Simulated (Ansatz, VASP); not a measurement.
Two plane-wave programs on Fe

```xyz
1
Lattice="-1.4492 1.4492 1.4492 1.4492 -1.4492 1.4492 1.4492 1.4492 -1.4492" Properties=species:S:1:pos:R:3 pbc="T T T"
Fe    0.0000    0.0000    0.0000
```

Alike in both runs: task single point; functional RPBE; k mesh 25 × 25 × 25; occupations fermi-dirac, width 0.05 eV; collinear spin.

```csv
,VASP,Ansatz
version,VASP 6.6.1,Ansatz 0.2.0
potentials or method,"VASP PAW PBE potentials, release 64 (Fe), cutoff 520 eV","plane waves (420 eV) with PAW, scalar-relativistic"
valence electrons in the cell,8,16
```

VASP gave:

```
pressure (GPa)                                                : -4.9
net moment per atom (μB)                                      : 2.36
size of the moment on the site where the two differ most (μB) : 2.38
```

Task: What did Ansatz give for the same quantities?

Result: Pressure (GPa): -5.4; net moment per atom (μB): 2.32; size of the moment on the site where the two differ most (μB): 2.39.

VASP's potentials were made for PBE, not for RPBE. Site moments also hang on the region over which each program counts them. VASP's potentials hold 8 valence electrons a cell and Ansatz's 16, so a difference there can come from the potentials and not from the codes.
